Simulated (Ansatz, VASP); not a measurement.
**Al2Cu: VASP beside Ansatz**

File INCAR:

```
PREC = Accurate
ENCUT = 520
EDIFF = 1E-6
ISMEAR = 0
SIGMA = 0.1
LREAL = F
LASPH = T
NELM = 100
ALGO = Normal
ISIF = 2
LWAVE = F
LCHARG = F
GGA = PS
NBANDS = 16
```

The input KPOINTS:

```
regular mesh
0
Gamma
  4 4 4
```

Contents of POSCAR:

```
Al2Cu
1.0
    4.0866984621      0.0013549814     -0.0100177851
    0.0013549814      4.1025583957      0.0178365925
   -0.0070556074      0.0125624568      2.9085422956
Al Cu
2 1
Direct
    0.4687560276      0.0117958310      0.4766540501
    0.0213922591      0.5074259987      0.4270045301
    0.0251393845      0.0352885078      0.0181625366
```

Input for Ansatz:

```yaml
crystal:
  lattice:
    - [4.0866984621, 0.0013549814, -0.0100177851]
    - [0.0013549814, 4.1025583957, 0.0178365925]
    - [-0.0070556074, 0.0125624568, 2.9085422956]
  atoms:
    - { symbol: Al, position: [0.4687560276, 0.011795831, 0.4766540501] }
    - { symbol: Al, position: [0.0213922591, 0.5074259987, 0.4270045301] }
    - { symbol: Cu, position: [0.0251393845, 0.0352885078, 0.0181625366] }
basis:
  ecutwfc: 420
kpoints:
  mp_grid: { grid: [4, 4, 4] }
hamiltonian:
  xc: pbesol
scf:
  occupations: { method: gaussian, width: 0.1 }
output:
  forces: true
  stress: true
  eigenvalues: true
```

Change from the starting cell: kmesh displaced: [4, 4, 4] Gamma-centred.

Alike in both runs: task single point; functional PBEsol; k mesh 4 × 4 × 4; occupations gaussian, width 0.1 eV; no spin polarisation.

|  | VASP | Ansatz |
| --- | --- | --- |
| version | VASP 6.6.1 | Ansatz 0.2.0 |
| potentials or method | VASP PAW PBE potentials, release 64 (Al, Cu), cutoff 520 eV | scalar-relativistic, plane waves, PAW |
| valence electrons in the cell | 17 | 25 |

|  | VASP | Ansatz | Ansatz less VASP |
| --- | --- | --- | --- |
| gap on the k mesh at the Fermi level (eV) | none | none | - |
| pressure (GPa) | 2.6 | 2.3 | -0.33 |
| traceless stress, the component that is largest in VASP (GPa) | -5.29 | -5.28 | +0.005 |
| rms of the force components (eV/Å) | 1.191 | 1.184 | -0.0074 |

VASP's potentials were made for PBE, not for PBEsol. Atom by atom the forces differ by 0.008 eV/Å (rms over components). A gap of «none» marks a metal or a gap that the smearing closes. VASP's potentials hold 17 valence electrons a cell and Ansatz's 25, so a difference there can come from the potentials and not from the codes.

The k mesh is coarse, so the values compare programs but aren't converged.
